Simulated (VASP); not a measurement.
# MnS (Fm-3m) in VASP: further runs, part 2 of 2

VASP 6.6.1.

## Step 3: Relaxation of cell and atoms, PBE+D3(BJ), collinear spin, ferromagnetic start

File INCAR:

```
SYSTEM = MnS
PREC = Accurate
ENCUT = 600
EDIFF = 1E-7
ISMEAR = -1
SIGMA = 0.05
LREAL = .False.
LASPH = .True.
NELM = 150
ALGO = Normal
ISIF = 3
LWAVE = .False.
LCHARG = .False.
ISPIN = 2
MAGMOM = 4 0
LORBIT = 11
LMAXMIX = 4
GGA = PE
IVDW = 12
IBRION = 2
NSW = 80
EDIFFG = -0.005
```

File KPOINTS:

```
regular mesh
0
Gamma
  9 9 9
  0 0 0
```

File POSCAR:

```
MnS
1.0
    0.0000000000      2.6045000000      2.6045000000
    2.6045000000      0.0000000000      2.6045000000
    2.6045000000      2.6045000000      0.0000000000
Mn S
1 1
Direct
    0.0000000000      0.0000000000      0.0000000000
    0.5000000000      0.5000000000      0.5000000000
```

Potentials or basis: VASP PAW PBE potentials, release 64 (Mn_pv, S).

Started as:

```
cat potpaw_PBE.64/Mn_pv/POTCAR potpaw_PBE.64/S/POTCAR > POTCAR
mpirun -np 1 vasp_std > vasp.out
```

OUTCAR:

```text
SYSTEM = MnS
   PREC = Accurate
   ENCUT = 600
   EDIFF = 1E-7
   ISMEAR = -1
   LREAL = .False.
   LASPH = .True.
   NELM = 150
   ISIF = 3
   ISPIN = 2
   LORBIT = 11
   GGA = PE
   IVDW = 12
   IBRION = 2
   NSW = 80
   EDIFFG = -0.005
 IVDW          = 12

 ion  position               nearest neighbor table
   1  0.000  0.000  0.000-   2 2.60   2 2.60   2 2.60   2 2.60   2 2.60   2 2.60
   2  0.500  0.500  0.500-   1 2.60   1 2.60   1 2.60   1 2.60   1 2.60   1 2.60

  LATTYP: Found a face centered cubic cell.
 ALAT       =     5.2090000000

  Lattice vectors:

 A1 = (   0.0000000000,   2.6045000000,   2.6045000000)
 A2 = (   2.6045000000,   0.0000000000,   2.6045000000)
 A3 = (   2.6045000000,   2.6045000000,   0.0000000000)

Analysis of symmetry for initial positions (statically):
=====================================================================
 Subroutine PRICEL returns:
 Original cell was already a primitive cell.

 Routine SETGRP: Setting up the symmetry group for a
 face centered cubic supercell.

 Subroutine GETGRP returns: Found 48 space group operations
 (whereof 48 operations were pure point group operations)
 out of a pool of 48 trial point group operations.

The static configuration has the point symmetry O_h .

Analysis of symmetry for dynamics (positions and initial velocities):
=====================================================================
 Subroutine PRICEL returns:
 Original cell was already a primitive cell.

 Routine SETGRP: Setting up the symmetry group for a
 face centered cubic supercell.

 Subroutine GETGRP returns: Found 48 space group operations
[... 384 lines left out ...]

 spin component 1

 k-point     1 :       0.0000    0.0000    0.0000
  band No.  band energies     occupation
      1     -42.5986      1.00000
      2     -42.5986      1.00000
      3     -42.5986      1.00000
      4      -7.4601      1.00000
      5       4.5268      1.00000
      6       4.5268      1.00000
      7       4.5268      1.00000
      8       4.6366      1.00000
      9       4.6366      1.00000
     10       5.9047      1.00000
     11       5.9047      1.00000
     12       5.9047      1.00000
     13      10.5375      0.00000
     14      16.7806      0.00000
[... 403 lines left out ...]
      4      -5.7571      1.00000
      5       1.3277      1.00000
      6       3.8499      1.00000
      7       4.0601      1.00000
      8       4.0601      1.00000
      9       4.9498      1.00000
     10       5.4451      1.00000
     11       5.4451      1.00000
     12       6.1276      1.00000
     13       9.1824      0.00000
     14      13.6174      0.00000
     15      18.8320      0.00000

 [... further k-points ...]

 spin component 2

 k-point     1 :       0.0000    0.0000    0.0000
  band No.  band energies     occupation
      1     -38.3723      1.00000
      2     -38.3723      1.00000
      3     -38.3723      1.00000
      4      -7.1872      1.00000
      5       6.0966      1.00000
      6       6.0966      1.00000
      7       6.0966      1.00000
      8       7.8829      0.77691
      9       7.8829      0.77691
     10       7.8829      0.77691
     11       7.9847      0.31273
     12       7.9847      0.31273
     13      11.4384      0.00000
     14      17.8061      0.00000
[... 448 lines left out ...]
  FREE ENERGIE OF THE ION-ELECTRON SYSTEM (eV)
  ---------------------------------------------------
  free  energy   TOTEN  =       -14.9847953695 eV

  energy  without entropy=      -14.9739822032  energy(sigma->0) =      -14.97938879

 reached required accuracy - stopping structural energy minimisation

 total charge

# of ion       s       p       d       tot
------------------------------------------
    1        0.235   6.198   4.991  11.424
    2        1.328   2.418   0.000   3.746
--------------------------------------------------
tot          1.563   8.616   4.991  15.170

 magnetization (x)

# of ion       s       p       d       tot
------------------------------------------
    1        0.053   0.043   3.893   3.990
    2        0.027   0.050   0.000   0.076
--------------------------------------------------
tot          0.080   0.093   3.893   4.066
```

OSZICAR:

```text
N       E                     dE             d eps       ncg     rms          rms(c)
DAV:   1     0.154210335220E+03    0.15421E+03   -0.11627E+04  2100   0.146E+03
DAV:   2    -0.822361630684E+01   -0.16243E+03   -0.15531E+03  2352   0.360E+02
[... 129 lines left out ...]
DAV:   9    -0.140713918611E+02    0.43872E-07   -0.11090E-08  1071   0.108E-03
  10 F= -.14984795E+02 E0= -.14979392E+02  d E =-.377445E-03  mag=     4.3522
       N       E                     dE             d eps       ncg     rms          rms(c)
DAV:   1    -0.140713438045E+02    0.48101E-04   -0.34244E-05  2100   0.881E-02    0.149E-02
DAV:   2    -0.140713419396E+02    0.18649E-05   -0.92349E-06  2114   0.514E-02    0.130E-02
DAV:   3    -0.140713416175E+02    0.32202E-06   -0.56215E-07  2149   0.125E-02    0.311E-03
DAV:   4    -0.140713415721E+02    0.45422E-07   -0.19319E-07  1869   0.283E-03
  11 F= -.14984795E+02 E0= -.14979389E+02  d E =-.377985E-03  mag=     4.3518
```

Wall time 5.5 min (1 thread of Intel Xeon Platinum 8488C (Sapphire Rapids), shared host); peak memory 0.22 GiB.

Results:

```yaml
Free_energy: -14.9848 eV
Relaxed_volume: 15.82 Å³/atom
Relaxed_cell: a = 3.550 Å, b = 3.550 Å, c = 3.550 Å, α = 60.00°, β = 60.00°, γ = 60.00°
Space_group_after_relaxing_to_0.05_Å: Fm-3m (No. 225)
Energy_gained_by_relaxing: 48.9 meV/atom
Ionic_steps: 11
Pressure_after_relaxing: 0.0 GPa
Net_moment: 4.35 μB per cell
Site_moments: Mn +3.99; S +0.08 μB
Valence_electrons_inside_the_program's_atomic_spheres: Mn 11.42; S 3.75
Dispersion_energy_per_atom: -0.457 eV
```

The path:
```csv
step,energy change (eV),largest force (eV/Å),pressure (GPa),volume (Å³)
1,0.0000,0.0000,-6.66,35.33
2,-0.0974,0.0000,-1.36,31.71
3,0.1276,0.0000,92.53,31.10
4,-0.0978,0.0000,-0.31,31.64
5,-0.0974,0.0000,2.37,31.57
6,-0.0821,0.0000,-3.25,32.66
7,-0.0935,0.0000,-2.38,32.02
8,-0.0966,0.0000,-1.87,31.79
9,-0.0975,0.0000,-1.17,31.69
10,-0.0978,0.0000,-0.06,31.63
11,-0.0978,0.0000,0.00,31.63
```

Final structure:
```cif
data_structure
_symmetry_space_group_name_H-M 'P 1'
_symmetry_Int_Tables_number 1
_cell_length_a 3.5498
_cell_length_b 3.5498
_cell_length_c 3.5498
_cell_angle_alpha 60.000
_cell_angle_beta 60.000
_cell_angle_gamma 60.000
_cell_volume 31.63
loop_
_atom_site_label
_atom_site_type_symbol
_atom_site_fract_x
_atom_site_fract_y
_atom_site_fract_z
_atom_site_occupancy
Mn1 Mn 0.00000 0.00000 0.00000 1
S1 S 0.50000 0.50000 0.50000 1
```

Caveat: the volume moved by -10 % from the deposited cell, more than functionals usually miss; a cell with one magnetic atom can't hold antiferromagnetic order, which such compounds often take; semilocal functionals often make such compounds metallic where correlation or magnetic order opens a gap, which also shifts bond lengths; pairwise dispersion overbinds metals, which lowers pressure and volume. With open d or f shells a metallic result of PBE can be an artefact of self-interaction; +U or a hybrid may open a gap.
